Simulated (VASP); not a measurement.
## CoO: single point with r2SCAN

CoO:

```xyz
2
Lattice="-1.4876 1.4876 2.0788 1.4876 -1.4876 2.0788 1.4876 1.4876 -2.0788" Properties=species:S:1:pos:R:3 pbc="T T T"
Co    0.0000    0.0000    0.0000
O     0.0000    0.0000    2.0788
```

```yaml
Program: VASP 6.6.1
Task: single point
Functional: r2SCAN
Potentials_or_basis: VASP PAW PBE potentials, release 64 (Co, O)
Cutoff: 520 eV
k_mesh: 12 × 12 × 12
Occupations: fermi-dirac, width 0.05 eV
Spin: collinear spin, ferromagnetic start
Starting_moments: "[2.0, 0.0] μB"
Dipole_correction: no
Further_INCAR_settings: ALGO = Normal; EDIFF = 1e-07; NBANDS = 18
```

```json
{"Pressure": "3.9 GPa", "Band gap on the k mesh": "zero (filled and empty bands overlap)", "Net moment": "3.00 μB per cell", "Site moments": "Co +2.69; O +0.29 μB", "Valence electrons inside the program's atomic spheres": "Co 7.85; O 5.06"}
```

Stress tensor (GPa, compression positive):
```
 7.00  0.00  0.00
 0.00  7.00  0.00
 0.00  0.00 -2.31
```

Levels at points of the mesh, in eV from the Fermi level:
Spin up:
```
           k point  band 6  band 7  band 8  band 9  band 10  band 11  band 12  band 13
(0.00, 0.00, 0.00)   -3.67   -3.53   -3.53   -3.17     1.58    17.63    18.83    18.83
(0.50, 0.00, 0.00)   -3.03   -2.17   -0.34   -0.26     5.60    10.41    14.22    14.48
(0.50, 0.50, 0.00)   -3.93   -3.10   -3.07   -2.13     6.59    10.79    12.09    17.20
(0.50, 0.50, 0.50)   -3.61   -3.37   -3.08   -3.08     6.63    10.86    12.26    17.05
```
Spin down:
| k point | band 3 | band 4 | band 5 | band 6 | band 7 | band 8 | band 9 | band 10 |
| --- | --- | --- | --- | --- | --- | --- | --- | --- |
| (0.00, 0.00, 0.00) | -2.82 | -2.82 | -1.60 | -1.11 | -1.11 | 0.45 | 1.31 | 2.40 |
| (0.50, 0.00, 0.00) | -5.11 | -4.90 | -0.50 | 0.05 | 0.26 | 3.41 | 4.04 | 6.07 |
| (0.50, 0.50, 0.00) | -4.31 | -4.14 | -2.31 | -0.36 | 0.27 | 1.09 | 2.34 | 7.72 |
| (0.50, 0.50, 0.50) | -4.24 | -4.24 | -2.77 | 0.26 | 0.26 | 1.57 | 1.91 | 7.73 |

Wall time 4.1 min on 1 thread of Intel(R) Xeon(R) Platinum 8488C (Sapphire Rapids) (shared host), peak memory 0.22 GiB.

Caveat: the stress differs along the axes, from -2 to 7 GPa; the PAW data sets were made with another functional, which shifts forces and pressure a little; a cell with one magnetic atom can't hold antiferromagnetic order, which such compounds often take; semilocal functionals often make such compounds metallic where correlation or magnetic order opens a gap, which also shifts bond lengths. With open d or f shells a metallic result of r2SCAN can be an artefact of self-interaction; +U or a hybrid may open a gap.
